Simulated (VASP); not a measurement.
Write the native input for VASP 6.6.1 that does the following.

```yaml
Task: single point
Functional: PBE
Dispersion: D3(BJ)
Potentials_or_basis: VASP PAW PBE potentials, release 64 (Si)
Cutoff: 520 eV
k_mesh: 9 × 9 × 1
Occupations: gaussian, width 0.1 eV
Spin: no spin polarisation
Dipole_correction: yes
Further_INCAR_settings: ALGO = Normal; EDIFF = 1e-06; NBANDS = 16
```

The structure of Si lies in POSCAR:

```
Si
1.0
    3.8475254748      0.0000000000      0.0000000000
   -1.9237627374      3.3320548028      0.0000000000
    0.0000000000      0.0000000000     18.4415958287
Si
4
Direct
    0.3333333333      0.6666666667      0.2695427207
    0.6666666667      0.3333333333      0.2440135898
    0.0000000000      1.1666666667      0.5119728204
    0.3333333333      0.8333333333      0.4864436895
```

These files were run (other wordings do the same):

INCAR

```
SYSTEM = Si
  ALGO = Normal
  DIPOL = 0.5 0.5 0.378
  EDIFF = 1E-6
  ENCUT = 520
  GGA = PE
  IDIPOL = 3
  ISIF = 2
  ISMEAR = 0
  IVDW = 12
  LASPH = .TRUE.
  LCHARG = .FALSE.
  LDIPOL = .TRUE.
  LREAL = .FALSE.
  LWAVE = .FALSE.
  NBANDS = 16
  NELM = 80
  PREC = Accurate
  SIGMA = 0.1
```

KPOINTS

```
k-points
0
G
  9 9 1
  0 0 0
```

Potentials or basis: VASP PAW PBE potentials, release 64 (Si).

Command:

```sh
$ cat potpaw_PBE.64/Si/POTCAR > POTCAR
$ mpirun -np 1 vasp_std > vasp.out
```

Results of the run:

The largest force is 0.212 eV/Å. The band gap on the k mesh is 0.15 eV, direct. The dispersion energy per atom is -0.240 eV.

It took 2.9 min on 1 thread of Intel(R) Xeon(R) Platinum 8488C (Sapphire Rapids) (shared host), peak memory 0.39 GiB.
